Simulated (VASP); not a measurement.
# Sn (Fd-3m) in VASP: settings compared

The runs below take Sn through single point, relaxation of cell and atoms, with PBE, BLYP+D4.

Program: VASP 6.6.1. These are calculated values, not measurements. Logs are shortened: lines on timing, memory, paths and dates and some standing lists are left out, and cuts for length are marked.

## Step 1: The cell of the first run

Symmetry: Fd-3m, No. 227, cubic system. Conventional cell: a = 6.594 Å, b = 6.594 Å, c = 6.594 Å, α = 90.00°, β = 90.00°, γ = 90.00°. Sn (site symmetry -43m) has 4 Sn at 2.86 Å within 3.8 Å.

## Step 2: Single point, PBE (volume scaled by 1.06)

INCAR reads:

```
ALGO = Fast ; EDIFF = 1E-6
ENCUT = 520 ; GGA = PE
ISIF = 2 ; ISMEAR = -1
LASPH = True ; LCHARG = False
LREAL = False ; LWAVE = False
NBANDS = 21 ; NELM = 100
PREC = Accurate ; SIGMA = 0.05
```

KPOINTS reads:

```
k-points
0
Gamma
  7 7 7
```

POSCAR reads:

```
Sn
1.0
    0.0000000000      3.2967577782      3.2967577782
    3.2967577782      0.0000000000      3.2967577782
    3.2967577782      3.2967577782      0.0000000000
Sn
2
Direct
    0.7500000000      0.7500000000      0.7500000000
    0.5000000000      0.5000000000      0.5000000000
```

Potentials or basis: VASP PAW PBE potentials, release 64 (Sn_d).

Command:

```
$ cat potpaw_PBE.64/Sn_d/POTCAR > POTCAR
$ mpirun -np 1 vasp_std > vasp.out
```

OUTCAR:

```text
EDIFF = 1E-6
   ENCUT = 520
   GGA = PE
   ISIF = 2
   ISMEAR = -1
   LASPH = True
   LREAL = False
   NELM = 100
   PREC = Accurate

 ion  position               nearest neighbor table
   1  0.750  0.750  0.750-   2 2.86   2 2.86   2 2.86   2 2.86
   2  0.500  0.500  0.500-   1 2.86   1 2.86   1 2.86   1 2.86

  LATTYP: Found a face centered cubic cell.
 ALAT       =     6.5935155564

  Lattice vectors:

 A1 = (   0.0000000000,   3.2967577782,   3.2967577782)
 A2 = (   3.2967577782,   0.0000000000,   3.2967577782)
 A3 = (   3.2967577782,   3.2967577782,   0.0000000000)

Analysis of symmetry for initial positions (statically):
=====================================================================
 Subroutine PRICEL returns:
 Original cell was already a primitive cell.

 Routine SETGRP: Setting up the symmetry group for a
 face centered cubic supercell.

 Subroutine GETGRP returns: Found 48 space group operations
 (whereof 24 operations were pure point group operations)
 out of a pool of 48 trial point group operations.

The static configuration has the point symmetry T_d .
 The point group associated with its full space group is O_h .

Analysis of symmetry for dynamics (positions and initial velocities):
=====================================================================
 Subroutine PRICEL returns:
 Original cell was already a primitive cell.

 Routine SETGRP: Setting up the symmetry group for a
 face centered cubic supercell.

 Subroutine GETGRP returns: Found 48 space group operations
 (whereof 24 operations were pure point group operations)
 out of a pool of 48 trial point group operations.

The dynamic configuration has the point symmetry T_d .
 The point group associated with its full space group is O_h .

 Subroutine INISYM returns: Found 48 space group operations
 (whereof 24 operations are pure point group operations),
 and found     1 'primitive' translations

----------------------------------------------------------------------------------------

                                     Primitive cell

  volume of cell :      71.6624

  direct lattice vectors                    reciprocal lattice vectors
     0.000000000  3.296757778  3.296757778    -0.151664160  0.151664160  0.151664160
     3.296757778  0.000000000  3.296757778     0.151664160 -0.151664160  0.151664160
     3.296757778  3.296757778  0.000000000     0.151664160  0.151664160 -0.151664160

  length of vectors
     4.662319562  4.662319562  4.662319562     0.262690031  0.262690031  0.262690031

  position of ions in fractional coordinates (direct lattice)
     0.750000000  0.750000000  0.750000000
     0.500000000  0.500000000  0.500000000

  ion indices of the primitive-cell ions
   primitive index   ion index
                 1           1
                 2           2

----------------------------------------------------------------------------------------

 KPOINTS: k-points

Automatic generation of k-mesh.
 Grid dimensions read from file:
 generate k-points for:    7    7    7

 Generating k-lattice:

  Cartesian coordinates                     Fractional coordinates (reciprocal lattice)
    -0.021666309  0.021666309  0.021666309     0.142857143  0.000000000  0.000000000
     0.021666309 -0.021666309  0.021666309     0.000000000  0.142857143  0.000000000
     0.021666309  0.021666309 -0.021666309     0.000000000  0.000000000  0.142857143

  Length of vectors
     0.037527147  0.037527147  0.037527147

  Shift w.r.t. Gamma in fractional coordinates (k-lattice)
     0.000000000  0.000000000  0.000000000

 Subroutine IBZKPT returns following result:
 ===========================================

 Found     20 irreducible k-points:

 Following reciprocal coordinates:
            Coordinates               Weight
  0.000000  0.000000  0.000000      1.000000
  0.142857  0.000000  0.000000      8.000000
  0.285714  0.000000  0.000000      8.000000
  0.428571  0.000000  0.000000      8.000000
  0.142857  0.142857  0.000000      6.000000
  0.285714  0.142857  0.000000     24.000000
[... 12 lines left out ...]
 -0.428571  0.428571  0.142857     24.000000
 -0.285714  0.428571  0.142857     24.000000
   k-points           NKPTS =     20   k-points in BZ     NKDIM =     20   number of bands    NBANDS=     21
   number of dos      NEDOS =    301   number of ions     NIONS =      2
   total plane-waves  NPLWV =  46656
   dimension x,y,z NGX =    36 NGY =   36 NGZ =   36
   dimension x,y,z NGXF=    72 NGYF=   72 NGZF=   72
   ions per type =               2
   NGX,Y,Z   is equivalent  to a cutoff of  12.84, 12.84, 12.84 a.u.
   NGXF,Y,Z  is equivalent  to a cutoff of  25.67, 25.67, 25.67 a.u.
 SYSTEM =  unknown system
   PREC   = accura    normal or accurate (medium, high low for compatibility)
   ISTART =      0    job   : 0-new  1-cont  2-samecut
   ICHARG =      2    charge: 1-file 2-atom 10-const
   ISPIN  =      1    spin polarized calculation?
   LNONCOLLINEAR =      F non collinear calculations
   LSORBIT =      F    spin-orbit coupling
   LASPH  =      T    aspherical Exc in radial PAW
   ENCUT  =  520.0 eV  38.22 Ry    6.18 a.u.   8.67  8.67  8.67*2*pi/ulx,y,z
   NELM   =    100;   NELMIN=  2; NELMDL= -5     # of ELM steps
   EDIFF  = 0.1E-05   stopping-criterion for ELM
   LREAL  =      F    real-space projection
   EDIFFG = 0.1E-04   stopping-criterion for IOM
   NSW    =      0    number of steps for IOM
   IBRION =     -1    ionic relax: 0-MD 1-quasi-New 2-CG
   NFREE  =      0    steps in history (QN), initial steepest desc. (CG)
   ISIF   =      2    stress and relaxation
   ISYM   =      2    0-nonsym 1-usesym 2-fastsym
   POTIM  = 0.5000    time-step for ionic-motion
   TEBEG  =    0.0;   TEEND  =   0.0 temperature during run
   PSTRESS=    0.0 pullay stress
   NELECT =      28.0000    total number of electrons
   NUPDOWN=      -1.0000    fix difference up-down
   EMIN   =  10.00;   EMAX   =-10.00  energy-range for DOS
   EFERMI =   0.00;   METHOD = LEGACY
   ISMEAR =    -1;   SIGMA  =   0.05  broadening in eV -4-tet -1-fermi 0-gaus
   EFERMI_NEDOS =   21; number of points for ismear=-14 and -15
   IALGO  =     68    algorithm
   IMIX   =      4    mixing-type and parameters
     AMIX     =   0.40;   BMIX     =  1.00
     AMIX_MAG =   1.60;   BMIX_MAG =  1.00
  volume/ion in A,a.u.               =      35.83       241.80
  Fermi-wavevector in a.u.,A,eV,Ry     =   1.196824  2.261670 19.488834  1.432389
  Thomas-Fermi vector in A             =   2.332755
   LORBIT       =      0    0 simple, 1 ext, 2 COOP (PROOUT), +10 PAW based schemes
   GGA     = PE    functional components
   LHFCALC =     F    Hartree Fock is set to
   AEXX    =    0.0000 exact exchange contribution
   IVDW    =     0    specifies the selected vdW correction
   LEPSILON=     F    determine dielectric tensor
   LRPA    =     F    only Hartree local field effects (RPA)
 non-spin polarized calculation
 RMM-DIIS sequential band-by-band and
  energy-cutoff  :      520.00
  volume of cell :       71.66
 maximum number of plane-waves:      1948
   NGX = 17   NGY = 17   NGZ = 17

 number of electron      27.9999988 magnetization

 Free energy of the ion-electron system (eV)
  ---------------------------------------------------
  ext. energy  EPLUGINS =         0.00000000
  ---------------------------------------------------
  free energy    TOTEN  =        -7.67106163 eV

  energy without entropy =       -7.66825213  energy(sigma->0) =       -7.66965688

 E-fermi :   5.0574     XC(G=0):  -8.6657

 val. band max:        4.9119450793   @ k =   0.1429   0.0000   0.0000
 cond. band min:       5.0879346925   @ k =   0.4286   0.0000   0.0000
 fundamental gap:      0.1759896132
 Fermi energy:         5.0574023201

 k-point     1 :       0.0000    0.0000    0.0000
  band No.  band energies     occupation
      1     -16.4430      2.00000
      2     -16.4430      2.00000
      3     -16.4430      2.00000
      4     -16.3899      2.00000
      5     -16.3899      2.00000
      6     -16.1177      2.00000
[... 13 lines left out ...]
     20      12.9984      0.00000
     21      12.9989      0.00000

 k-point     2 :       0.1429    0.0000    0.0000
  band No.  band energies     occupation
      1     -16.4544      2.00000
      2     -16.4544      2.00000
      3     -16.4387      2.00000
      4     -16.3736      2.00000
      5     -16.3736      2.00000
      6     -16.1421      2.00000
[... 13 lines left out ...]
     20      12.1101      0.00000
     21      12.1101      0.00000

 k-point     3 :       0.2857    0.0000    0.0000
  band No.  band energies     occupation
      1     -16.4681      2.00000
      2     -16.4681      2.00000
      3     -16.4285      2.00000
      4     -16.3502      2.00000
      5     -16.3502      2.00000
      6     -16.1629      2.00000
[... 13 lines left out ...]
     20      12.1104      0.00000
     21      12.1104      0.00000

 k-point     4 :       0.4286    0.0000    0.0000
  band No.  band energies     occupation
      1     -16.4743      2.00000
      2     -16.4743      2.00000
      3     -16.4199      2.00000
      4     -16.3381      2.00000
      5     -16.3381      2.00000
      6     -16.1722      2.00000
[... 13 lines left out ...]
     20      13.2993      0.00000
     21      13.2994      0.00000

 k-point     5 :       0.1429    0.1429    0.0000
  band No.  band energies     occupation
      1     -16.4528      2.00000
      2     -16.4528      2.00000
      3     -16.4498      2.00000
      4     -16.3759      2.00000
      5     -16.3557      2.00000
      6     -16.1739      2.00000
[... 13 lines left out ...]
     20      11.3134      0.00000
     21      13.2215      0.00000
[... 286 lines left out ...]
     20      13.2971      0.00000
     21      13.9252      0.00000

 k-point    18 :      -0.4286    0.2857    0.1429
  band No.  band energies     occupation
      1     -16.5011      2.00000
      2     -16.4885      2.00000
      3     -16.3758      2.00000
      4     -16.3119      2.00000
      5     -16.2846      2.00000
      6     -16.2427      2.00000
[... 13 lines left out ...]
     20      13.3703      0.00000
     21      14.1634      0.00000

 k-point    19 :      -0.4286    0.4286    0.1429
  band No.  band energies     occupation
      1     -16.4976      2.00000
      2     -16.4954      2.00000
      3     -16.3687      2.00000
      4     -16.3071      2.00000
      5     -16.2827      2.00000
      6     -16.2331      2.00000
[... 13 lines left out ...]
     20      13.8578      0.00000
     21      15.1558      0.00000

 k-point    20 :      -0.2857    0.4286    0.1429
  band No.  band energies     occupation
      1     -16.5072      2.00000
      2     -16.4962      2.00000
      3     -16.3477      2.00000
      4     -16.2884      2.00000
      5     -16.2733      2.00000
      6     -16.2453      2.00000
[... 13 lines left out ...]
     20      13.6866      0.00000
     21      15.3239      0.00000

------------------------ aborting loop because EDIFF is reached ----------------------------------------

  FORCE on cell =-STRESS in cart. coord.  units (eV):
  Direction    XX          YY          ZZ          XY          YZ          ZX
  --------------------------------------------------------------------------------------
  -------------------------------------------------------------------------------------
  Total        0.4660290      0.4660290      0.4660290     -0.0000000      0.0000000      0.0000000
  in kB       10.4191537     10.4191537     10.4191537     -0.0000000      0.0000000      0.0000000
  external PRESSURE =      10.4191537 kB  Pullay stress =       0.0000000 kB

 VOLUME and BASIS-vectors are now :
 -----------------------------------------------------------------------------
  energy-cutoff  :      520.00
  volume of cell :       71.66
      direct lattice vectors                 reciprocal lattice vectors
     0.000000000  3.296757778  3.296757778    -0.151664160  0.151664160  0.151664160
     3.296757778  0.000000000  3.296757778     0.151664160 -0.151664160  0.151664160
     3.296757778  3.296757778  0.000000000     0.151664160  0.151664160 -0.151664160

 POSITION                                       TOTAL-FORCE (eV/Angst)
 -----------------------------------------------------------------------------------
      4.94514      4.94514      4.94514        -0.000000     -0.000000     -0.000000
      3.29676      3.29676      3.29676         0.000000      0.000000      0.000000
 -----------------------------------------------------------------------------------
    total drift:                                0.000000      0.000000      0.000000

  FREE ENERGIE OF THE ION-ELECTRON SYSTEM (eV)
  ---------------------------------------------------
  free  energy   TOTEN  =        -7.6710616276 eV

  energy  without entropy=       -7.6682521323  energy(sigma->0) =       -7.66965688
```

Run time: 24 s. Hardware: 1 thread of Intel Xeon Platinum 8488C (Sapphire Rapids), shared host; peak memory 0.2 GiB.

Results:

```yaml
Free_energy: -7.6711 eV
Pressure: 1.0 GPa
Band_gap_on_the_k_mesh: zero (band 14 reaches 5.24 eV, above the bottom of band 15 at 5.09 eV)
```

Levels at points of the mesh, in eV from the Fermi level:
| k point | band 11 | band 12 | band 13 | band 14 | band 15 | band 16 | band 17 | band 18 |
| --- | --- | --- | --- | --- | --- | --- | --- | --- |
| (0.00, 0.00, 0.00) | -10.20 | -0.87 | 0.18 | 0.18 | 0.18 | 2.25 | 2.25 | 2.25 |

Caveat: the cell differs from its parent crystal (volume scaled by 1.06); spin-orbit coupling is left out, which moves the levels of the heavy elements.

## Step 3: Single point, PBE

This run uses another cell than the first one, of 33.80 Å³/atom, 0.943 times its volume.

INCAR reads:

```
PREC = Accurate ; ENCUT = 520
EDIFF = 1E-6 ; ISMEAR = 0
SIGMA = 0.027000000000000003 ; LREAL = False
LASPH = True ; NELM = 60
ALGO = Normal ; ISIF = 2
LWAVE = False ; LCHARG = True
GGA = PE ; LELF = True
LVHAR = True ; NBANDS = 21
```

KPOINTS reads:

```
Automatic mesh
0
Gamma
  7 7 7
```

POSCAR reads:

```
Sn
1.0
    0.0000000000      3.2333428000      3.2333428000
    3.2333428000      0.0000000000      3.2333428000
    3.2333428000      3.2333428000      0.0000000000
Sn
2
Direct
    0.7500000000      0.7500000000      0.7500000000
    0.5000000000      0.5000000000      0.5000000000
```

Potentials or basis: VASP PAW PBE potentials, release 64 (Sn_d).

Command:

```
$ cat potpaw_PBE.64/Sn_d/POTCAR > POTCAR
$ mpirun -np 1 vasp_std > vasp.out
```

Wall time 11 s (1 thread of Intel Xeon 6975P-C (Granite Rapids), shared host); peak memory 0.2 GiB.

Results (log left out):

| Quantity | Value |
| --- | --- |
| Free energy | -7.6099 eV |
| Pressure | 3.8 GPa |
| Band gap on the k mesh | zero (band 14 reaches 5.84 eV, above the bottom of band 15 at 5.80 eV) |

Levels at points of the mesh, in eV from the Fermi level:
```
           k point  band 11  band 12  band 13  band 14  band 15  band 16  band 17  band 18
(0.00, 0.00, 0.00)   -10.71    -0.60     0.05     0.05     0.05     2.13     2.13     2.13
```

Caveat: spin-orbit coupling is left out, which moves the levels of the heavy elements.

## Step 4: Single point, PBE

This run uses another cell than the first one, of 33.80 Å³/atom, 0.943 times its volume.

INCAR reads:

```
SYSTEM = Sn
PREC     = Accurate       ! precision mode
ENCUT    = 520            ! plane-wave cutoff, eV
EDIFF    = 1E-7           ! SCF threshold, eV
ISMEAR   = 0              ! smearing method
SIGMA    = 0.028000000000000004 ! smearing width, eV
LREAL    = .False.        ! projectors in reciprocal space
LASPH    = .True.         ! aspherical terms in the spheres
NELM     = 80             ! most SCF steps
ALGO     = Normal         ! electronic algorithm
ISIF     = 2              ! what is computed and relaxed
LWAVE    = .False.        ! write WAVECAR
LCHARG   = .True.         ! write CHGCAR
GGA      = PE             ! functional
LELF     = .True.         ! ELF
LVHAR    = .True.       
NBANDS   = 21             ! bands
```

KPOINTS reads:

```
regular mesh
0
Gamma
  7 7 7
  0 0 0
```

POSCAR is that of step 3.

Command:

```
$ cat potpaw_PBE.64/Sn_d/POTCAR > POTCAR
$ mpirun -np 1 vasp_std > vasp.out
```

Run time: 12 s. Hardware: 1 thread of Intel Xeon 6975P-C (Granite Rapids), shared host; peak memory 0.2 GiB.

Results (log left out):

```yaml
Free_energy: -7.6099 eV
Pressure: 3.8 GPa
Band_gap_on_the_k_mesh: zero (band 14 reaches 5.84 eV, above the bottom of band 15 at 5.80 eV)
```

Levels at points of the mesh, in eV from the Fermi level:
```
           k point  band 10  band 11  band 12  band 13  band 14  band 15  band 16  band 17  band 18  band 19
(0.00, 0.00, 0.00)   -21.35   -10.71    -0.60     0.05     0.05     0.05     2.13     2.13     2.13     5.00
```

Caveat: spin-orbit coupling is left out, which moves the levels of the heavy elements.

## Step 5: Single point, BLYP+D4

This run uses another cell than the first one, of 36.33 Å³/atom, 1.014 times its volume.

INCAR reads:

```
SYSTEM = Sn
  PREC = Accurate
  ENCUT = 520
  EDIFF = 1E-7
  ISMEAR = -1
  SIGMA = 0.05
  LREAL = .False.
  LASPH = .True.
  NELM = 60
  ALGO = Normal
  ISIF = 2
  LWAVE = .False.
  LCHARG = .False.
  GGA = B5
  ALDAX = 1.0
  AGGAX = 1.0
  AGGAC = 1.0
  ALDAC = 0.0
  IVDW = 13
  VDW_S6 = 1.0
  VDW_S8 = 2.34076671
  VDW_A1 = 0.44488865
  VDW_A2 = 4.0933009
  NBANDS = 21
```

KPOINTS is that of step 4.

POSCAR reads:

```
Sn
1.0
    0.0000000000      3.3118882729      3.3118882729
    3.3118882729      0.0000000000      3.3118882729
    3.3118882729      3.3118882729      0.0000000000
Sn
2
Direct
    0.7500000000      0.7500000000      0.7500000000
    0.5000000000      0.5000000000      0.5000000000
```

Command:

```
$ cat potpaw_PBE.64/Sn_d/POTCAR > POTCAR
$ mpirun -np 1 vasp_std > vasp.out
```

Run time: 19 s. Hardware: 1 thread of Intel Xeon 6975P-C (Granite Rapids), shared host; peak memory 0.2 GiB.

The run converged. Its results:

| Quantity | Value |
| --- | --- |
| Free energy | -7.5669 eV |
| Pressure | 0.0 GPa |
| Band gap on the k mesh | zero (band 14 reaches 5.53 eV, above the bottom of band 15 at 5.34 eV) |
| Dispersion energy per atom | -0.587 eV |

Levels at points of the mesh, in eV from the Fermi level:
| k point | band 10 | band 11 | band 12 | band 13 | band 14 | band 15 | band 16 | band 17 | band 18 | band 19 |
| --- | --- | --- | --- | --- | --- | --- | --- | --- | --- | --- |
| (0.00, 0.00, 0.00) | -21.09 | -10.12 | -1.11 | 0.20 | 0.20 | 0.20 | 2.27 | 2.27 | 2.27 | 5.35 |

Caveat: the PAW data sets were made with another functional, which shifts forces and pressure a little; spin-orbit coupling is left out, which moves the levels of the heavy elements; pairwise dispersion overbinds metals, which lowers pressure and volume.

(Part 1 of 2 ends here.)
